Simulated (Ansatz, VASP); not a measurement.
# Pt: VASP beside Ansatz

```
CELL_PARAMETERS angstrom
3.66565 0.00000 0.00000
-1.83282 3.17454 0.00000
0.00000 0.00000 4.15880
ATOMIC_POSITIONS crystal
Pt 0.22540 0.00000 0.33333
Pt 0.00000 0.22540 0.66667
Pt 0.77460 0.77460 0.00000
```

Alike in both runs: task single point; functional PBE; k mesh 6 × 6 × 4; occupations gaussian, width 0.1 eV; no spin polarisation.

|  | VASP | Ansatz |
| --- | --- | --- |
| version | VASP 6.6.1 | Ansatz 0.2.0 |
| potentials or method | VASP PAW PBE potentials, release 64 (Pt_sv_GW), cutoff 570 eV | scalar-relativistic, plane waves, PAW |
| valence electrons in the cell | 54 | 54 |

Ansatz gave:

- gap on the k mesh at the Fermi level (eV): none
- rms of the force components (eV/Å): 14.845

Q: Estimate VASP's values.

A: gap on the k mesh at the Fermi level (eV): none; rms of the force components (eV/Å): 15.108.

Atom by atom the forces differ by 0.263 eV/Å (rms over components). A gap of «none» marks a metal or a gap that the smearing closes.

The k mesh is coarse, so the values compare programs but aren't converged. Neither program's run includes spin-orbit coupling.
